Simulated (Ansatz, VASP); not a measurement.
# Two plane-wave programs on Ir

```
Ir
1.0
     4.33421    0.00000    0.00000
    -2.16711   -3.75354    0.00000
     0.00000    0.00000   -5.34078
Ir
6
Direct
  0.33333 0.66667 0.25000
  0.33333 0.66667 0.75000
  0.66667 0.33333 0.25000
  0.66667 0.33333 0.75000
  0.00000 0.00000 0.50000
  0.00000 0.00000 0.00000
```

Alike in both runs: functional PBEsol; k mesh 12 × 12 × 6; occupations gaussian, width 0.1 eV; no spin polarisation.

Ansatz relaxed the structure, and its values are those at the end. VASP's run is a single point on that final structure, the one shown.

```csv
,VASP,Ansatz
version,VASP 6.6.1,Ansatz 0.2.0
potentials or method,"VASP PAW PBE potentials, release 64 (Ir), cutoff 520 eV","scalar-relativistic, plane waves, PAW"
valence electrons in the cell,54,102
```

```csv
,VASP,Ansatz,Ansatz less VASP
gap on the k mesh at the Fermi level (eV),none,none,-
pressure (GPa),0.8,0.0,-0.83
```

VASP's potentials were made for PBE, not for PBEsol. A gap of «none» marks a metal or a gap that the smearing closes. VASP's potentials hold 54 valence electrons a cell and Ansatz's 102, so a difference there can come from the potentials and not from the codes.

Spin-orbit coupling is off throughout.
